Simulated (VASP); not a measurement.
# Y3Ge (I4/mmm) in VASP: further runs

Y3Ge is run at these levels: PBE; tasks: single point.

Everything below comes from runs of VASP 6.6.1. Logs are shortened: lines on timing, memory, paths and dates and some standing lists are left out, and cuts for length are marked.

### Step 1. The cell of the first run

The structure is tetragonal, space group I4/mmm (No. 139). Conventional cell: a = 4.531 Å, b = 4.531 Å, c = 10.394 Å, α = 90.00°, β = 90.00°, γ = 90.00°. Y (site symmetry 4/mmm) has 4 Ge at 3.20 Å and 8 Y at 3.45 Å within 4.2 Å. Within 4.2 Å of Y (site symmetry -4m2) lie 8 Y at 3.20 to 3.45 Å and 4 Ge at 3.45 Å. Ge (site symmetry 4/mmm) has 12 Y at 3.20 to 3.45 Å within 4.2 Å.

### Step 2. Single point, PBE

INCAR

```
  ALGO = Normal
  EDIFF = 1E-6
  ENCUT = 500
  GGA = PE
  GGA_COMPAT = F
  ISIF = 2
  ISMEAR = 1
  LASPH = T
  LCHARG = F
  LREAL = F
  LWAVE = F
  NBANDS = 32
  NELM = 120
  PREC = Accurate
  SIGMA = 0.1
```

KPOINTS

```
k-points
0
Gamma
  7 7 7
```

POSCAR

```
Y3Ge
1.0
   -2.2653940000      2.2653940000      5.1970200000
    2.2653940000     -2.2653940000      5.1970200000
    2.2653940000      2.2653940000     -5.1970200000
Y Ge
3 1
Direct
    0.5000000000      0.5000000000      0.0000000000
    0.2500000000      0.7500000000      0.5000000000
    0.7500000000      0.2500000000      0.5000000000
    0.0000000000      0.0000000000      0.0000000000
```

Potentials or basis: VASP PAW PBE potentials, release 64 (Y_sv, Ge_d).

Command:

```console
$ cat potpaw_PBE.64/Y_sv/POTCAR potpaw_PBE.64/Ge_d/POTCAR > POTCAR
$ mpirun -np 1 vasp_std > vasp.out
```

OUTCAR:

```text
EDIFF = 1E-6
   ENCUT = 500
   GGA = PE
   ISIF = 2
   ISMEAR = 1
   LASPH = T
   LREAL = F
   NELM = 120
   PREC = Accurate

 ion  position               nearest neighbor table
   1  0.500  0.500  0.000-   4 3.20   4 3.20   4 3.20   4 3.20   2 3.45   2 3.45   3 3.45   3 3.45
                             3 3.45   2 3.45   3 3.45   2 3.45
   2  0.250  0.750  0.500-   3 3.20   3 3.20   3 3.20   3 3.20   4 3.45   4 3.45   1 3.45   1 3.45
                             4 3.45   1 3.45   4 3.45   1 3.45
   3  0.750  0.250  0.500-   2 3.20   2 3.20   2 3.20   2 3.20   1 3.45   1 3.45   4 3.45   4 3.45
                             4 3.45   1 3.45   4 3.45   1 3.45
   4  0.000  0.000  0.000-   1 3.20   1 3.20   1 3.20   1 3.20   3 3.45   3 3.45   2 3.45   2 3.45
                             3 3.45   2 3.45   3 3.45   2 3.45

  LATTYP: Found a body centered tetragonal cell.
 ALAT       =     4.5307880000
 C/A-ratio  =     2.2940910058

  Lattice vectors:

 A1 = (  -2.2653940000,   2.2653940000,   5.1970200000)
 A2 = (   2.2653940000,  -2.2653940000,   5.1970200000)
 A3 = (   2.2653940000,   2.2653940000,  -5.1970200000)

Analysis of symmetry for initial positions (statically):
=====================================================================
 Subroutine PRICEL returns:
 Original cell was already a primitive cell.

 Routine SETGRP: Setting up the symmetry group for a
 body centered tetragonal supercell.

 Subroutine GETGRP returns: Found 16 space group operations
 (whereof 16 operations were pure point group operations)
 out of a pool of 16 trial point group operations.

The static configuration has the point symmetry D_4h.

Analysis of symmetry for dynamics (positions and initial velocities):
=====================================================================
 Subroutine PRICEL returns:
 Original cell was already a primitive cell.

 Routine SETGRP: Setting up the symmetry group for a
 body centered tetragonal supercell.

 Subroutine GETGRP returns: Found 16 space group operations
 (whereof 16 operations were pure point group operations)
 out of a pool of 16 trial point group operations.

The dynamic configuration has the point symmetry D_4h.

 Subroutine INISYM returns: Found 16 space group operations
 (whereof 16 operations are pure point group operations),
 and found     1 'primitive' translations

----------------------------------------------------------------------------------------

[... 97 lines left out ...]
   LREAL  =      F    real-space projection
   EDIFFG = 0.1E-04   stopping-criterion for IOM
   NSW    =      0    number of steps for IOM
   IBRION =     -1    ionic relax: 0-MD 1-quasi-New 2-CG
   NFREE  =      0    steps in history (QN), initial steepest desc. (CG)
   ISIF   =      2    stress and relaxation
   ISYM   =      2    0-nonsym 1-usesym 2-fastsym
   POTIM  = 0.5000    time-step for ionic-motion
   TEBEG  =    0.0;   TEEND  =   0.0 temperature during run
   PSTRESS=    0.0 pullay stress
   NELECT =      47.0000    total number of electrons
   NUPDOWN=      -1.0000    fix difference up-down
   EMIN   =  10.00;   EMAX   =-10.00  energy-range for DOS
   EFERMI =   0.00;   METHOD = LEGACY
   ISMEAR =     1;   SIGMA  =   0.10  broadening in eV -4-tet -1-fermi 0-gaus
   EFERMI_NEDOS =   21; number of points for ismear=-14 and -15
   IALGO  =     38    algorithm
   IMIX   =      4    mixing-type and parameters
     AMIX     =   0.40;   BMIX     =  1.00
     AMIX_MAG =   1.60;   BMIX_MAG =  1.00
  volume/ion in A,a.u.               =      26.67       179.99
  Fermi-wavevector in a.u.,A,eV,Ry     =   1.245681  2.353996 21.112447  1.551721
  Thomas-Fermi vector in A             =   2.379892
   LORBIT       =      0    0 simple, 1 ext, 2 COOP (PROOUT), +10 PAW based schemes
   GGA     = PE    functional components
   LHFCALC =     F    Hartree Fock is set to
   AEXX    =    0.0000 exact exchange contribution
   IVDW    =     0    specifies the selected vdW correction
   LEPSILON=     F    determine dielectric tensor
   LRPA    =     F    only Hartree local field effects (RPA)
 non-spin polarized calculation
 Methfessel and Paxton  Order N= 1 SIGMA  =   0.10
  energy-cutoff  :      500.00
  volume of cell :      106.68
 maximum number of plane-waves:      2747
 NGX is ok and might be reduce to    48
   NGX = 23   NGY = 23   NGZ = 23

 number of electron      47.0000000 magnetization

 Free energy of the ion-electron system (eV)
  ---------------------------------------------------
  ext. energy  EPLUGINS =         0.00000000
  ---------------------------------------------------
  free energy    TOTEN  =       -25.00111000 eV

  energy without entropy =      -24.99785398  energy(sigma->0) =      -25.00002466

 E-fermi :   4.1455     XC(G=0): -10.1145

 val. band max:        4.1112507499   @ k =  -0.1429  -0.2857   0.1429
 cond. band min:       4.1479744118   @ k =  -0.4286  -0.4286   0.2857
 fundamental gap:      0.0367236618
 Fermi energy:         4.1455091613

 k-point     1 :       0.0000    0.0000    0.0000
  band No.  band energies     occupation
      1     -38.5098      2.00000
      2     -38.4086      2.00000
      3     -38.3042      2.00000
      4     -19.8598      2.00000
      5     -19.8535      2.00000
      6     -19.8535      2.00000
[... 829 lines left out ...]
     31       7.5144      0.00000
     32       8.0467      0.00000

 [... further k-points ...]

------------------------ aborting loop because EDIFF is reached ----------------------------------------

  FORCE on cell =-STRESS in cart. coord.  units (eV):
  Direction    XX          YY          ZZ          XY          YZ          ZX
  --------------------------------------------------------------------------------------
  -------------------------------------------------------------------------------------
  Total       -0.2778053     -0.2778053     -0.0761077      0.0000000      0.0000000      0.0000000
  in kB       -4.1720480     -4.1720480     -1.1429760      0.0000000      0.0000000      0.0000000
  external PRESSURE =      -3.1623574 kB  Pullay stress =       0.0000000 kB

 VOLUME and BASIS-vectors are now :
 -----------------------------------------------------------------------------
  energy-cutoff  :      500.00
  volume of cell :      106.68
      direct lattice vectors                 reciprocal lattice vectors
    -2.265394000  2.265394000  5.197020000     0.000000000  0.220712159  0.096208981
     2.265394000 -2.265394000  5.197020000     0.220712159  0.000000000  0.096208981
     2.265394000  2.265394000 -5.197020000     0.220712159  0.220712159  0.000000000

 POSITION                                       TOTAL-FORCE (eV/Angst)
 -----------------------------------------------------------------------------------
      0.00000      0.00000      5.19702         0.000000     -0.000000     -0.000000
      2.26539      0.00000      2.59851        -0.000000      0.000000     -0.000000
      0.00000      2.26539      2.59851         0.000000     -0.000000      0.000000
      0.00000      0.00000      0.00000         0.000000     -0.000000     -0.000000
 -----------------------------------------------------------------------------------
    total drift:                                0.000000     -0.000000      0.000000

  FREE ENERGIE OF THE ION-ELECTRON SYSTEM (eV)
  ---------------------------------------------------
  free  energy   TOTEN  =       -25.0011099955 eV

  energy  without entropy=      -24.9978539785  energy(sigma->0) =      -25.00002466
```

Wall time 1.9 min (1 thread of Intel Xeon 6975P-C (Granite Rapids), shared host); peak memory 0.41 GiB.

Results:

| Quantity | Value |
| --- | --- |
| Free energy | -25.0011 eV |
| Pressure | -0.3 GPa |
| Band gap on the k mesh | zero (an odd number of electrons rules out a gap without spin polarisation) |

Levels at points of the mesh, in eV from the Fermi level:
| k point | band 20 | band 21 | band 22 | band 23 | band 24 | band 25 | band 26 | band 27 |
| --- | --- | --- | --- | --- | --- | --- | --- | --- |
| (0.00, 0.00, 0.00) | -2.24 | -1.17 | -1.17 | -0.49 | -0.13 | 0.17 | 0.73 | 1.26 |

### Step 3. Single point, PBE

INCAR

```
SYSTEM = Y3Ge
  PREC = Accurate
  ENCUT = 500
  EDIFF = 1E-6
  ISMEAR = 1
  SIGMA = 0.1
  LREAL = .FALSE.
  LASPH = .TRUE.
  NELM = 120
  ALGO = Normal
  ISIF = 2
  LWAVE = .FALSE.
  LCHARG = .FALSE.
  GGA = PE
  NBANDS = 32
  GGA_COMPAT = .FALSE.
```

KPOINTS

```
Automatic mesh
0
G
  7 7 7
  0 0 0
```

POSCAR is that of step 2.

Potentials or basis: VASP PAW PBE potentials, release 64 (Y_sv, Ge_d).

Command:

```console
$ cat potpaw_PBE.64/Y_sv/POTCAR potpaw_PBE.64/Ge_d/POTCAR > POTCAR
$ mpirun -np 1 vasp_std > vasp.out
```

It took 100 s on 1 thread of Intel Xeon 6975P-C (Granite Rapids), shared host; peak memory 0.41 GiB.

It converged, with:

```
Free energy            : -25.0011 eV
Pressure               : -0.3 GPa
Band gap on the k mesh : zero (an odd number of electrons rules out a gap without spin polarisation)
```

Stress tensor (GPa, compression positive):
```
-0.42  0.00  0.00
 0.00 -0.42  0.00
 0.00  0.00 -0.11
```

Levels at points of the mesh, in eV from the Fermi level:
```csv
k point,band 19,band 20,band 21,band 22,band 23,band 24,band 25,band 26,band 27,band 28
"(0.00, 0.00, 0.00)",-2.74,-2.24,-1.17,-1.17,-0.49,-0.13,0.17,0.73,1.26,1.26
```

The gap in the log of VASP goes by the Fermi energy; the results here count the filled bands.